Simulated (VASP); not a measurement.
# ZnS (P6_3mc) in VASP: a series of runs, part 2 of 2

VASP 6.6.1. The steps go on from the part before.

### 3 Single point, r2SCAN

This run uses another cell than the first one, of 18.16 Å³/atom, 1.027 times its volume.

POSCAR

```
ZnS
1.0
    3.7077085959      0.0000000000      0.0000000000
   -1.8538542980      3.2109698339      0.0000000000
    0.0000000000      0.0000000000      6.1011282778
Zn S
2 2
Direct
    0.3333333333      0.6666666667      0.0059162288
    0.6666666667      0.3333333333      0.5059162288
    0.3333333333      0.6666666667      0.3790837712
    0.6666666667      0.3333333333      0.8790837712
```

INCAR.step1

```
SYSTEM = ZnS
  PREC = Accurate
  ENCUT = 520
  ISMEAR = 0
  SIGMA = 0.01
  LREAL = .FALSE.
  LASPH = .TRUE.
  NELM = 60
  NBANDS = 26
  GGA = PE
  ALGO = Normal
  EDIFF = 1E-4
  LWAVE = .TRUE.
  LCHARG = .FALSE.
```

INCAR.step2

```
SYSTEM = ZnS
  PREC = Accurate
  ENCUT = 520
  EDIFF = 1E-6
  ISMEAR = 0
  SIGMA = 0.01
  LREAL = .FALSE.
  LASPH = .TRUE.
  NELM = 60
  ALGO = Normal
  ISIF = 2
  LWAVE = .FALSE.
  LCHARG = .FALSE.
  METAGGA = R2SCAN
  LMIXTAU = .TRUE.
  NBANDS = 26
  ISTART = 1
```

KPOINTS

```
Automatic mesh
0
G
  6 6 4
  0 0 0
```

Potentials or basis: VASP PAW PBE potentials, release 64 (Zn, S).

Launch:

```console
> cat potpaw_PBE.64/Zn/POTCAR potpaw_PBE.64/S/POTCAR > POTCAR
> cp INCAR.step1 INCAR
> mpirun -np 1 vasp_std > vasp.out
> cp INCAR.step2 INCAR
> mpirun -np 1 vasp_std > vasp.out
```

OUTCAR:

```text
SYSTEM = ZnS
   PREC = Accurate
   ENCUT = 520
   EDIFF = 1E-6
   ISMEAR = 0
   LREAL = .FALSE.
   LASPH = .TRUE.
   NELM = 60
   ISIF = 2
   METAGGA = R2SCAN
   ISTART = 1

 ion  position               nearest neighbor table
   1  0.333  0.667  0.006-   4 2.28   4 2.28   4 2.28   3 2.28
   2  0.667  0.333  0.506-   3 2.28   3 2.28   3 2.28   4 2.28
   3  0.333  0.667  0.379-   2 2.28   2 2.28   2 2.28   1 2.28
   4  0.667  0.333  0.879-   1 2.28   1 2.28   1 2.28   2 2.28

  LATTYP: Found a hexagonal cell.
 ALAT       =     3.7077085959
 C/A-ratio  =     1.6455252941

  Lattice vectors:

 A1 = (   3.7077085959,   0.0000000000,   0.0000000000)
 A2 = (  -1.8538542980,   3.2109698339,   0.0000000000)
 A3 = (   0.0000000000,   0.0000000000,   6.1011282778)

Analysis of symmetry for initial positions (statically):
=====================================================================
 Subroutine PRICEL returns:
 Original cell was already a primitive cell.

 Routine SETGRP: Setting up the symmetry group for a
 hexagonal supercell.

 Subroutine GETGRP returns: Found 12 space group operations
 (whereof  6 operations were pure point group operations)
 out of a pool of 24 trial point group operations.

The static configuration has the point symmetry C_3v.
 The point group associated with its full space group is C_6v.

Analysis of symmetry for dynamics (positions and initial velocities):
=====================================================================
 Subroutine PRICEL returns:
 Original cell was already a primitive cell.

 Routine SETGRP: Setting up the symmetry group for a
 hexagonal supercell.

 Subroutine GETGRP returns: Found 12 space group operations
 (whereof  6 operations were pure point group operations)
 out of a pool of 24 trial point group operations.

The dynamic configuration has the point symmetry C_3v.
 The point group associated with its full space group is C_6v.

 Subroutine INISYM returns: Found 12 space group operations
 (whereof  6 operations are pure point group operations),
 and found     1 'primitive' translations

----------------------------------------------------------------------------------------

                                     Primitive cell

  volume of cell :      72.6360

  direct lattice vectors                    reciprocal lattice vectors
     3.707708596  0.000000000  0.000000000     0.269708359  0.155716194  0.000000000
    -1.853854298  3.210969834  0.000000000     0.000000000  0.311432387  0.000000000
     0.000000000  0.000000000  6.101128278     0.000000000  0.000000000  0.163904110

  length of vectors
     3.707708596  3.707708596  6.101128278     0.311432387  0.311432387  0.163904110

  position of ions in fractional coordinates (direct lattice)
     0.333333333  0.666666667  0.005916229
     0.666666667  0.333333333  0.505916229
     0.333333333  0.666666667  0.379083771
     0.666666667  0.333333333  0.879083771

  ion indices of the primitive-cell ions
   primitive index   ion index
                 1           1
                 2           2
                 3           3
                 4           4

----------------------------------------------------------------------------------------

 KPOINTS: Automatic mesh

Automatic generation of k-mesh.
 Grid dimensions read from file:
 generate k-points for:    6    6    4

 Generating k-lattice:

  Cartesian coordinates                     Fractional coordinates (reciprocal lattice)
     0.044951393  0.025952699  0.000000000     0.166666667 -0.000000000  0.000000000
     0.000000000  0.051905398  0.000000000     0.000000000  0.166666667  0.000000000
     0.000000000  0.000000000  0.040976027     0.000000000  0.000000000  0.250000000

  Length of vectors
     0.051905398  0.051905398  0.040976027

  Shift w.r.t. Gamma in fractional coordinates (k-lattice)
     0.000000000  0.000000000  0.000000000

 Subroutine IBZKPT returns following result:
 ===========================================

 Found     21 irreducible k-points:

 Following reciprocal coordinates:
            Coordinates               Weight
  0.000000  0.000000  0.000000      1.000000
  0.166667  0.000000  0.000000      6.000000
  0.333333  0.000000  0.000000      6.000000
  0.500000 -0.000000  0.000000      3.000000
  0.166667  0.166667  0.000000      6.000000
  0.333333  0.166667  0.000000     12.000000
[... 13 lines left out ...]
  0.333333  0.166667  0.500000     12.000000
  0.333333  0.333333  0.500000      2.000000
   k-points           NKPTS =     21   k-points in BZ     NKDIM =     21   number of bands    NBANDS=     26
   number of dos      NEDOS =    301   number of ions     NIONS =      4
   total plane-waves  NPLWV =  37632
   dimension x,y,z NGX =    28 NGY =   28 NGZ =   48
   dimension x,y,z NGXF=    56 NGYF=   56 NGZF=   96
   ions per type =               2   2
   NGX,Y,Z   is equivalent  to a cutoff of  12.55, 12.55, 13.08 a.u.
   NGXF,Y,Z  is equivalent  to a cutoff of  25.11, 25.11, 26.16 a.u.
 SYSTEM =  ZnS
   PREC   = accura    normal or accurate (medium, high low for compatibility)
   ISTART =      1    job   : 0-new  1-cont  2-samecut
   ICHARG =      0    charge: 1-file 2-atom 10-const
   ISPIN  =      1    spin polarized calculation?
   LNONCOLLINEAR =      F non collinear calculations
   LSORBIT =      F    spin-orbit coupling
   LASPH  =      T    aspherical Exc in radial PAW
   ENCUT  =  520.0 eV  38.22 Ry    6.18 a.u.   6.89  6.89 11.34*2*pi/ulx,y,z
   NELM   =     60;   NELMIN=  2; NELMDL=  0     # of ELM steps
   EDIFF  = 0.1E-05   stopping-criterion for ELM
   LREAL  =      F    real-space projection
   EDIFFG = 0.1E-04   stopping-criterion for IOM
   NSW    =      0    number of steps for IOM
   IBRION =     -1    ionic relax: 0-MD 1-quasi-New 2-CG
   NFREE  =      0    steps in history (QN), initial steepest desc. (CG)
   ISIF   =      2    stress and relaxation
   ISYM   =      2    0-nonsym 1-usesym 2-fastsym
   POTIM  = 0.5000    time-step for ionic-motion
   TEBEG  =    0.0;   TEEND  =   0.0 temperature during run
   PSTRESS=    0.0 pullay stress
   NELECT =      36.0000    total number of electrons
   NUPDOWN=      -1.0000    fix difference up-down
   EMIN   =  10.00;   EMAX   =-10.00  energy-range for DOS
   EFERMI =   0.00;   METHOD = LEGACY
   ISMEAR =     0;   SIGMA  =   0.01  broadening in eV -4-tet -1-fermi 0-gaus
   EFERMI_NEDOS =   21; number of points for ismear=-14 and -15
   IALGO  =     38    algorithm
   IMIX   =      4    mixing-type and parameters
     AMIX     =   0.40;   BMIX     =  1.00
     AMIX_MAG =   1.60;   BMIX_MAG =  1.00
  volume/ion in A,a.u.               =      18.16       122.54
  Fermi-wavevector in a.u.,A,eV,Ry     =   1.295562  2.448258 22.837134  1.678482
  Thomas-Fermi vector in A             =   2.427074
   LORBIT       =      0    0 simple, 1 ext, 2 COOP (PROOUT), +10 PAW based schemes
   METAGGA = R2SCAN    functional components
   LHFCALC =     F    Hartree Fock is set to
   AEXX    =    0.0000 exact exchange contribution
   IVDW    =     0    specifies the selected vdW correction
   LEPSILON=     F    determine dielectric tensor
   LRPA    =     F    only Hartree local field effects (RPA)
 non-spin polarized calculation
 Gauss-broadening in eV      SIGMA  =   0.01
  energy-cutoff  :      520.00
  volume of cell :       72.64
 maximum number of plane-waves:      1972
 NGX is ok and might be reduce to    28
   NGX = 13   NGY = 13   NGZ = 23

 number of electron      36.0000014 magnetization

 Free energy of the ion-electron system (eV)
  ---------------------------------------------------
  ext. energy  EPLUGINS =         0.00000000
  ---------------------------------------------------
  free energy    TOTEN  =       -37.60320826 eV

  energy without entropy =      -37.60320826  energy(sigma->0) =      -37.60320826

 E-fermi :   2.7882     XC(G=0): -10.7043

 val. band max:        2.6786321253   @ k =   0.0000   0.0000   0.0000
 cond. band min:       5.8269498576   @ k =   0.0000   0.0000   0.0000
 fundamental gap:      3.1483177323
 Fermi energy:         2.7881622904

 k-point     1 :       0.0000    0.0000    0.0000
  band No.  band energies     occupation
      1     -11.6673      2.00000
      2     -10.5611      2.00000
      3      -4.2149      2.00000
      4      -4.1883      2.00000
      5      -4.1883      2.00000
      6      -4.0823      2.00000
[... 598 lines left out ...]
     25      12.9658      0.00000
     26      12.9658      0.00000

------------------------ aborting loop because EDIFF is reached ----------------------------------------

  FORCE on cell =-STRESS in cart. coord.  units (eV):
  Direction    XX          YY          ZZ          XY          YZ          ZX
  --------------------------------------------------------------------------------------
  -------------------------------------------------------------------------------------
  Total        3.1988271      3.1988271      3.1989451     -0.0000000      0.0000000      0.0000000
  in kB       70.5585056     70.5585056     70.5611083     -0.0000000      0.0000000      0.0000000
  external PRESSURE =      70.5593732 kB  Pullay stress =       0.0000000 kB

 VOLUME and BASIS-vectors are now :
 -----------------------------------------------------------------------------
  energy-cutoff  :      520.00
  volume of cell :       72.64
      direct lattice vectors                 reciprocal lattice vectors
     3.707708596  0.000000000  0.000000000     0.269708359  0.155716194  0.000000000
    -1.853854298  3.210969834  0.000000000     0.000000000  0.311432387  0.000000000
     0.000000000  0.000000000  6.101128278     0.000000000  0.000000000  0.163904110

 POSITION                                       TOTAL-FORCE (eV/Angst)
 -----------------------------------------------------------------------------------
     -0.00000      2.14065      0.03610        -0.000000      0.000000     -0.010026
      1.85385      1.07032      3.08666         0.000000     -0.000000     -0.010026
     -0.00000      2.14065      2.31284        -0.000000     -0.000000      0.010026
      1.85385      1.07032      5.36340        -0.000000      0.000000      0.010026
 -----------------------------------------------------------------------------------
    total drift:                               -0.000001     -0.000001     -0.047824

  FREE ENERGIE OF THE ION-ELECTRON SYSTEM (eV)
  ---------------------------------------------------
  free  energy   TOTEN  =       -37.6032082577 eV

  energy  without entropy=      -37.6032082577  energy(sigma->0) =      -37.60320826
```

It took 2.7 min on 1 thread of Intel Xeon Platinum 8488C (Sapphire Rapids), shared host; peak memory 0.21 GiB.

Results:

```yaml
Free_energy: -37.6032 eV
Pressure: 7.1 GPa
Largest_force: 0.010 eV/Å
Band_gap_on_the_k_mesh: 3.15 eV, direct
```

Forces on the atoms (eV/Å):
```
Zn   0.000  0.000 -0.010
Zn   0.000  0.000 -0.010
S    0.000  0.000  0.010
S    0.000  0.000  0.010
```

Levels at points of the mesh, in eV from the valence-band top:
| k point | band 14 | band 15 | band 16 | band 17 | band 18 | band 19 | band 20 | band 21 | band 22 | band 23 |
| --- | --- | --- | --- | --- | --- | --- | --- | --- | --- | --- |
| (0.00, 0.00, 0.00) | -1.04 | -1.04 | -0.12 | 0.00 | 0.00 | 3.15 | 3.78 | 6.73 | 6.73 | 6.97 |
| (0.50, 0.00, 0.00) | -4.51 | -3.75 | -2.60 | -1.98 | -1.03 | 3.97 | 4.95 | 5.36 | 7.29 | 8.29 |
| (0.00, 0.00, 0.50) | -3.11 | -0.54 | -0.54 | -0.54 | -0.54 | 4.34 | 4.34 | 7.21 | 7.21 | 7.21 |
| (0.50, 0.00, 0.50) | -5.34 | -1.90 | -1.90 | -1.88 | -1.88 | 3.94 | 3.94 | 5.59 | 5.59 | 9.46 |

Caveat: the PAW data sets were made with another functional, which shifts forces and pressure a little. r2SCAN opens gaps a little over a GGA but as a rule still falls short of measured ones.

### 4 Single point, r2SCAN

This run uses another cell than the first one, of 18.16 Å³/atom, 1.027 times its volume.

POSCAR is that of step 3.

INCAR.step1

```
PREC = Accurate ; ENCUT = 520
ISMEAR = 0 ; SIGMA = 0.01
LREAL = F ; LASPH = T
NELM = 80 ; NBANDS = 26
GGA = PE ; ALGO = Normal
EDIFF = 1E-4 ; LWAVE = T
LCHARG = F
```

INCAR.step2

```
PREC = Accurate ; ENCUT = 520
EDIFF = 1E-7 ; ISMEAR = 0
SIGMA = 0.01 ; LREAL = F
LASPH = T ; NELM = 80
ALGO = Normal ; ISIF = 2
LWAVE = F ; LCHARG = F
METAGGA = R2SCAN ; LMIXTAU = T
NBANDS = 26 ; ISTART = 1
```

KPOINTS

```
regular mesh
0
Gamma
  6 6 4
```

Launch:

```console
> cat potpaw_PBE.64/Zn/POTCAR potpaw_PBE.64/S/POTCAR > POTCAR
> cp INCAR.step1 INCAR
> mpirun -np 1 vasp_std > vasp.out
> cp INCAR.step2 INCAR
> mpirun -np 1 vasp_std > vasp.out
```

Run time: 3 min. Hardware: 1 thread of Intel Xeon Platinum 8488C (Sapphire Rapids), shared host; peak memory 0.21 GiB.

It converged, with:

| Quantity | Value |
| --- | --- |
| Free energy | -37.6032 eV |
| Pressure | 7.1 GPa |
| Largest force | 0.010 eV/Å |
| Band gap on the k mesh | 3.15 eV, direct |

Forces in eV/Å, atoms in the order of the input:
```
Zn   0.000  0.000 -0.010
Zn   0.000  0.000 -0.010
S    0.000  0.000  0.010
S    0.000  0.000  0.010
```

Levels at points of the mesh, in eV from the valence-band top:
| k point | band 16 | band 17 | band 18 | band 19 | band 20 | band 21 |
| --- | --- | --- | --- | --- | --- | --- |
| (0.00, 0.00, 0.00) | -0.12 | 0.00 | 0.00 | 3.15 | 3.78 | 6.73 |
| (0.50, 0.00, 0.00) | -2.60 | -1.98 | -1.03 | 3.97 | 4.95 | 5.36 |
| (0.00, 0.00, 0.50) | -0.54 | -0.54 | -0.54 | 4.34 | 4.34 | 7.21 |
| (0.50, 0.00, 0.50) | -1.90 | -1.88 | -1.88 | 3.94 | 3.94 | 5.59 |

Caveat: the PAW data sets were made with another functional, which shifts forces and pressure a little. r2SCAN opens gaps a little over a GGA but as a rule still falls short of measured ones.
